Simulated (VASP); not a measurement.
# P (Cmce) in VASP: notebook

P is run at these levels: r2SCAN+rVV10; tasks: single point.

Everything below comes from runs of VASP 6.6.1. Logs are shortened: lines on timing, memory, paths and dates and some standing lists are left out, and cuts for length are marked.

### 1 The cell of the first run

The structure is orthorhombic, space group Cmce (No. 64). The conventional cell has a = 3.317 Å, b = 11.002 Å, c = 4.574 Å, α = 90.00°, β = 90.00°, γ = 90.00°. P (site symmetry m) has 3 P at 2.22 to 2.26 Å within 2.9 Å.

### 2 Single point, r2SCAN+rVV10

POSCAR

```
P
1.0
    1.6586556482     -5.5012310827      0.0000000000
    1.6586556482      5.5012310827      0.0000000000
    0.0000000000      0.0000000000      4.5737267689
P
4
Direct
    0.9041431300      0.0958568700      0.5888151700
    0.0958568700      0.9041431300      0.4111848300
    0.5958568700      0.4041431300      0.0888151700
    0.4041431300      0.5958568700      0.9111848300
```

INCAR.step1

```
SYSTEM = P
PREC = Accurate
ENCUT = 520
ISMEAR = -1
SIGMA = 0.05
LREAL = .False.
LASPH = .True.
NELM = 60
NBANDS = 18
GGA = PE
ALGO = Normal
EDIFF = 1E-4
LWAVE = .True.
LCHARG = .False.
```

INCAR.step2

```
SYSTEM = P
PREC = Accurate
ENCUT = 520
EDIFF = 1E-6
ISMEAR = -1
SIGMA = 0.05
LREAL = .False.
LASPH = .True.
NELM = 60
ALGO = Normal
ISIF = 2
LWAVE = .False.
LCHARG = .False.
METAGGA = R2SCAN
LMIXTAU = .True.
LUSE_VDW = .True.
IVDW_NL = 2
BPARAM = 11.95
CPARAM = 0.0093
NBANDS = 18
ISTART = 1
```

KPOINTS

```
regular mesh
0
Gamma
  8 8 6
  0 0 0
```

Potentials or basis: VASP PAW PBE potentials, release 64 (P).

On the command line:

```sh
$ cat potpaw_PBE.64/P/POTCAR > POTCAR
$ cp INCAR.step1 INCAR
$ mpirun -np 1 vasp_std > vasp.out
$ cp INCAR.step2 INCAR
$ mpirun -np 1 vasp_std > vasp.out
```

OUTCAR:

```text
SYSTEM = P
   PREC = Accurate
   ENCUT = 520
   EDIFF = 1E-6
   ISMEAR = -1
   LREAL = .False.
   LASPH = .True.
   NELM = 60
   ISIF = 2
   METAGGA = R2SCAN
   IVDW_NL = 2
   BPARAM = 11.95
   ISTART = 1

 ion  position               nearest neighbor table
   1  0.904  0.096  0.589-   4 2.22   4 2.22   2 2.26
   2  0.096  0.904  0.411-   3 2.22   3 2.22   1 2.26
   3  0.596  0.404  0.089-   2 2.22   2 2.22   4 2.26
   4  0.404  0.596  0.911-   1 2.22   1 2.22   3 2.26

  LATTYP: Found a base centered orthorhombic cell.
 ALAT       =     3.3173112964
 B/A-ratio  =     3.3166806436
 C/A-ratio  =     1.3787451223

  Lattice vectors:

 A1 = (   1.6586556482,  -5.5012310827,   0.0000000000)
 A2 = (   1.6586556482,   5.5012310827,   0.0000000000)
 A3 = (   0.0000000000,   0.0000000000,   4.5737267689)

Analysis of symmetry for initial positions (statically):
=====================================================================
 Subroutine PRICEL returns:
 Original cell was already a primitive cell.

 Routine SETGRP: Setting up the symmetry group for a
 base centered orthorhombic supercell.

 Subroutine GETGRP returns: Found  8 space group operations
 (whereof  4 operations were pure point group operations)
 out of a pool of  8 trial point group operations.

The static configuration has the point symmetry C_2h.
 The point group associated with its full space group is D_2h.

Analysis of symmetry for dynamics (positions and initial velocities):
=====================================================================
 Subroutine PRICEL returns:
 Original cell was already a primitive cell.

 Routine SETGRP: Setting up the symmetry group for a
 base centered orthorhombic supercell.

 Subroutine GETGRP returns: Found  8 space group operations
 (whereof  4 operations were pure point group operations)
 out of a pool of  8 trial point group operations.

The dynamic configuration has the point symmetry C_2h.
 The point group associated with its full space group is D_2h.

 Subroutine INISYM returns: Found  8 space group operations
 (whereof  4 operations are pure point group operations),
 and found     1 'primitive' translations

----------------------------------------------------------------------------------------

                                     Primitive cell

  volume of cell :      83.4673

  direct lattice vectors                    reciprocal lattice vectors
     1.658655648 -5.501231083  0.000000000     0.301448948 -0.090888747  0.000000000
     1.658655648  5.501231083  0.000000000     0.301448948  0.090888747  0.000000000
     0.000000000  0.000000000  4.573726769     0.000000000  0.000000000  0.218640083

  length of vectors
     5.745840407  5.745840407  4.573726769     0.314852716  0.314852716  0.218640083

  position of ions in fractional coordinates (direct lattice)
     0.904143130  0.095856870  0.588815170
     0.095856870  0.904143130  0.411184830
     0.595856870  0.404143130  0.088815170
     0.404143130  0.595856870  0.911184830

  ion indices of the primitive-cell ions
   primitive index   ion index
                 1           1
                 2           2
                 3           3
                 4           4

----------------------------------------------------------------------------------------

 KPOINTS: regular mesh

Automatic generation of k-mesh.
 Grid dimensions read from file:
 generate k-points for:    8    8    6

 Generating k-lattice:

  Cartesian coordinates                     Fractional coordinates (reciprocal lattice)
     0.037681118 -0.011361093  0.000000000     0.125000000  0.000000000  0.000000000
     0.037681118  0.011361093  0.000000000     0.000000000  0.125000000  0.000000000
     0.000000000  0.000000000  0.036440014     0.000000000  0.000000000  0.166666667

  Length of vectors
     0.039356589  0.039356589  0.036440014

  Shift w.r.t. Gamma in fractional coordinates (k-lattice)
     0.000000000  0.000000000  0.000000000

 Subroutine IBZKPT returns following result:
 ===========================================

 Found     84 irreducible k-points:

 Following reciprocal coordinates:
            Coordinates               Weight
  0.000000  0.000000  0.000000      1.000000
  0.125000  0.000000  0.000000      4.000000
  0.250000  0.000000  0.000000      4.000000
  0.375000  0.000000  0.000000      4.000000
  0.500000  0.000000  0.000000      2.000000
  0.125000  0.125000  0.000000      2.000000
[... 16 lines left out ...]
  0.125000  0.000000  0.166667      8.000000
  0.250000  0.000000  0.166667      8.000000
 [... further k-points ...]
   k-points           NKPTS =     84   k-points in BZ     NKDIM =     84   number of bands    NBANDS=     18
   number of dos      NEDOS =    301   number of ions     NIONS =      4
   total plane-waves  NPLWV =  82944
   dimension x,y,z NGX =    48 NGY =   48 NGZ =   36
   dimension x,y,z NGXF=    96 NGYF=   96 NGZF=   72
   ions per type =               4
   NGX,Y,Z   is equivalent  to a cutoff of  13.89, 13.89, 13.09 a.u.
   NGXF,Y,Z  is equivalent  to a cutoff of  27.78, 27.78, 26.17 a.u.
 SYSTEM =  P
   PREC   = accura    normal or accurate (medium, high low for compatibility)
   ISTART =      1    job   : 0-new  1-cont  2-samecut
   ICHARG =      0    charge: 1-file 2-atom 10-const
   ISPIN  =      1    spin polarized calculation?
   LNONCOLLINEAR =      F non collinear calculations
   LSORBIT =      F    spin-orbit coupling
   LASPH  =      T    aspherical Exc in radial PAW
   ENCUT  =  520.0 eV  38.22 Ry    6.18 a.u.  10.68 10.68  8.50*2*pi/ulx,y,z
   NELM   =     60;   NELMIN=  2; NELMDL=  0     # of ELM steps
   EDIFF  = 0.1E-05   stopping-criterion for ELM
   LREAL  =      F    real-space projection
   EDIFFG = 0.1E-04   stopping-criterion for IOM
   NSW    =      0    number of steps for IOM
   IBRION =     -1    ionic relax: 0-MD 1-quasi-New 2-CG
   NFREE  =      0    steps in history (QN), initial steepest desc. (CG)
   ISIF   =      2    stress and relaxation
   ISYM   =      2    0-nonsym 1-usesym 2-fastsym
   POTIM  = 0.5000    time-step for ionic-motion
   TEBEG  =    0.0;   TEEND  =   0.0 temperature during run
   PSTRESS=    0.0 pullay stress
   NELECT =      20.0000    total number of electrons
   NUPDOWN=      -1.0000    fix difference up-down
   EMIN   =  10.00;   EMAX   =-10.00  energy-range for DOS
   EFERMI =   0.00;   METHOD = LEGACY
   ISMEAR =    -1;   SIGMA  =   0.05  broadening in eV -4-tet -1-fermi 0-gaus
   EFERMI_NEDOS =   21; number of points for ismear=-14 and -15
   IALGO  =     38    algorithm
   IMIX   =      4    mixing-type and parameters
     AMIX     =   0.40;   BMIX     =  1.00
     AMIX_MAG =   1.60;   BMIX_MAG =  1.00
  volume/ion in A,a.u.               =      20.87       140.82
  Fermi-wavevector in a.u.,A,eV,Ry     =   1.016825  1.921520 14.067503  1.033932
  Thomas-Fermi vector in A             =   2.150190
   LORBIT       =      0    0 simple, 1 ext, 2 COOP (PROOUT), +10 PAW based schemes
   METAGGA = R2SCAN    functional components
   LHFCALC =     F    Hartree Fock is set to
   AEXX    =    0.0000 exact exchange contribution
   IVDW_NL    =     2    kernel type
   BPARAM     =11.9500
   IVDW    =     0    specifies the selected vdW correction
   LEPSILON=     F    determine dielectric tensor
   LRPA    =     F    only Hartree local field effects (RPA)
 non-spin polarized calculation
  energy-cutoff  :      520.00
  volume of cell :       83.47
 maximum number of plane-waves:      2263
 NGX is ok and might be reduce to    48
   NGX = 21   NGY = 21   NGZ = 17

 number of electron      20.0000000 magnetization

 Free energy of the ion-electron system (eV)
  ---------------------------------------------------
  ext. energy  EPLUGINS =         0.00000000
  ---------------------------------------------------
  free energy    TOTEN  =       -35.56523646 eV

  energy without entropy =      -35.56508789  energy(sigma->0) =      -35.56516217

 E-fermi :   5.6998     XC(G=0):  -9.8264

 val. band max:        5.5675131526   @ k =   0.5000   0.5000   0.0000
 cond. band min:       5.8315295959   @ k =   0.5000   0.5000   0.0000
 fundamental gap:      0.2640164434
 Fermi energy:         5.6997507395

 k-point     1 :       0.0000    0.0000    0.0000
  band No.  band energies     occupation
      1     -10.8668      2.00000
      2      -8.0396      2.00000
      3      -4.6333      2.00000
      4      -1.4100      2.00000
      5       0.4278      2.00000
      6       0.5755      2.00000
[... 10 lines left out ...]
     17      12.9330      0.00000
     18      13.3580      0.00000

 k-point     2 :       0.1250    0.0000    0.0000
  band No.  band energies     occupation
      1     -10.6683      2.00000
      2      -7.8490      2.00000
      3      -4.7299      2.00000
      4      -1.2384      2.00000
      5       0.0250      2.00000
      6       0.4104      2.00000
[... 10 lines left out ...]
     17      11.8170      0.00000
     18      12.8983      0.00000

 k-point     3 :       0.2500    0.0000    0.0000
  band No.  band energies     occupation
      1     -10.0797      2.00000
      2      -7.2782      2.00000
      3      -5.2655      2.00000
      4      -1.5162      2.00000
      5      -0.7658      2.00000
      6      -0.6221      2.00000
[... 10 lines left out ...]
     17      11.4211      0.00000
     18      12.7170      0.00000

 k-point     4 :       0.3750    0.0000    0.0000
  band No.  band energies     occupation
      1      -9.1259      2.00000
      2      -6.4537      2.00000
      3      -6.3307      2.00000
      4      -3.3726      2.00000
      5      -0.6918      2.00000
      6      -0.2202      2.00000
[... 375 lines left out ...]
      4      -1.7164      2.00000
      5       0.1356      2.00000
      6       1.1275      2.00000
[... 10 lines left out ...]
     17      13.2239      0.00000
     18      13.6305      0.00000

 k-point    23 :       0.1250    0.0000    0.1667
  band No.  band energies     occupation
      1     -10.5240      2.00000
      2      -8.0952      2.00000
      3      -4.6450      2.00000
      4      -1.6318      2.00000
      5       0.0310      2.00000
      6       0.2537      2.00000
[... 10 lines left out ...]
     17      12.5712      0.00000
     18      13.0580      0.00000

 k-point    24 :       0.2500    0.0000    0.1667
  band No.  band energies     occupation
      1      -9.9397      2.00000
      2      -7.5524      2.00000
      3      -5.0499      2.00000
      4      -1.9648      2.00000
      5      -0.8762      2.00000
      6      -0.4612      2.00000
[... 10 lines left out ...]
     17      11.4747      0.00000
     18      12.7810      0.00000

 [... further k-points ...]

------------------------ aborting loop because EDIFF is reached ----------------------------------------

  FORCE on cell =-STRESS in cart. coord.  units (eV):
  Direction    XX          YY          ZZ          XY          YZ          ZX
  --------------------------------------------------------------------------------------
  -------------------------------------------------------------------------------------
  Total       -1.2750896     -0.9228217     -1.0725700      0.0000000      0.0000000      0.0000000
  in kB      -24.4756905    -17.7138127    -20.5882727      0.0000000      0.0000000      0.0000000
  external PRESSURE =     -20.9259253 kB  Pullay stress =       0.0000000 kB

 VOLUME and BASIS-vectors are now :
 -----------------------------------------------------------------------------
  energy-cutoff  :      520.00
  volume of cell :       83.47
      direct lattice vectors                 reciprocal lattice vectors
     1.658655648 -5.501231083  0.000000000     0.301448948 -0.090888747  0.000000000
     1.658655648  5.501231083  0.000000000     0.301448948  0.090888747  0.000000000
     0.000000000  0.000000000  4.573726769     0.000000000  0.000000000  0.218640083

 POSITION                                       TOTAL-FORCE (eV/Angst)
 -----------------------------------------------------------------------------------
      1.65866     -4.44657      2.69308         0.000000     -0.088169      0.067113
      1.65866      4.44657      1.88065         0.000000      0.088169     -0.067113
      1.65866     -1.05466      0.40622         0.000000      0.088169      0.067113
      1.65866      1.05466      4.16751         0.000000     -0.088169     -0.067113
 -----------------------------------------------------------------------------------
    total drift:                                0.000000     -0.000000     -0.000000

  FREE ENERGIE OF THE ION-ELECTRON SYSTEM (eV)
  ---------------------------------------------------
  free  energy   TOTEN  =       -35.5652364600 eV

  energy  without entropy=      -35.5650878891  energy(sigma->0) =      -35.56516217
```

It took 5.6 min on 1 thread of Intel Xeon 6975P-C (Granite Rapids), shared host; peak memory 0.63 GiB.

What came out:

| Quantity | Value |
| --- | --- |
| Free energy | -35.5652 eV |
| Pressure | -2.1 GPa |
| Largest force | 0.111 eV/Å |
| Band gap on the k mesh | 0.26 eV |

Forces on the atoms (eV/Å):
```
P    0.000 -0.088  0.067
P    0.000  0.088 -0.067
P    0.000  0.088  0.067
P    0.000 -0.088 -0.067
```

Caveat: semilocal functionals underestimate gaps, and a narrow one can read as zero; the PAW data sets were made with another functional, which shifts forces and pressure a little. A k mesh can miss the band edges.

### 3 Single point, r2SCAN+rVV10

This run uses another cell than the first one, of 21.28 Å³/atom.

POSCAR

```
P
1.0
    1.6694264413     -5.5369543634      0.0000000000
    1.6694264413      5.5369543634      0.0000000000
    0.0000000000      0.0000000000      4.6034271255
P
4
Direct
    0.9041431300      0.0958568700      0.5888151700
    0.0958568700      0.9041431300      0.4111848300
    0.5958568700      0.4041431300      0.0888151700
    0.4041431300      0.5958568700      0.9111848300
```

INCAR.step1

```
PREC = Accurate
ENCUT = 520
ISMEAR = -1
SIGMA = 0.05
LREAL = F
LASPH = T
NELM = 80
NBANDS = 18
GGA = PE
ALGO = Normal
EDIFF = 1E-4
LWAVE = T
LCHARG = F
```

INCAR.step2

```
PREC = Accurate
ENCUT = 520
EDIFF = 1E-6
ISMEAR = -1
SIGMA = 0.05
LREAL = F
LASPH = T
NELM = 80
ALGO = Normal
ISIF = 2
LWAVE = F
LCHARG = T
METAGGA = R2SCAN
LMIXTAU = T
LUSE_VDW = T
IVDW_NL = 2
BPARAM = 11.95
CPARAM = 0.0093
LELF = T
LVHAR = T
NBANDS = 18
ISTART = 1
```

KPOINTS

```
Automatic mesh
0
Gamma
  8 8 6
```

Potentials or basis: VASP PAW PBE potentials, release 64 (P).

On the command line:

```sh
$ cat potpaw_PBE.64/P/POTCAR > POTCAR
$ cp INCAR.step1 INCAR
$ mpirun -np 1 vasp_std > vasp.out
$ cp INCAR.step2 INCAR
$ mpirun -np 1 vasp_std > vasp.out
```

Wall time 5.6 min (1 thread of Intel Xeon 6975P-C (Granite Rapids), shared host); peak memory 0.63 GiB.

The run converged. Its results:

* Free energy: -35.5374 eV
* Pressure: -3.4 GPa
* Largest force: 0.258 eV/Å
* Band gap on the k mesh: 0.30 eV

Forces in eV/Å, atoms in the order of the input:
```
P    0.000 -0.203  0.159
P    0.000  0.203 -0.159
P    0.000  0.203  0.159
P    0.000 -0.203 -0.159
```

Stress tensor (GPa, compression positive):
```
-4.11  0.00  0.00
 0.00 -2.81  0.00
 0.00  0.00 -3.31
```

Levels at points of the mesh, in eV from the valence-band top:
```
           k point  band 8  band 9  band 10  band 11  band 12  band 13
(0.00, 0.00, 0.00)   -2.77   -2.68    -1.21     0.75     1.30     2.10
(0.50, 0.00, 0.00)   -3.45   -2.64    -2.64     0.88     0.88     1.72
(0.50, 0.50, 0.00)   -2.52   -1.59     0.00     0.30     1.06     2.29
(0.00, 0.00, 0.50)   -3.39   -1.70    -1.70     1.61     1.61     3.06
(0.50, 0.00, 0.50)   -5.35   -1.85    -1.85     1.89     1.89     3.61
(0.50, 0.50, 0.50)   -2.85   -2.01    -2.01     1.61     1.61     2.75
```

Caveat: the cell stands under tension; semilocal functionals underestimate gaps, and a narrow one can read as zero; the PAW data sets were made with another functional, which shifts forces and pressure a little. A k mesh can miss the band edges.
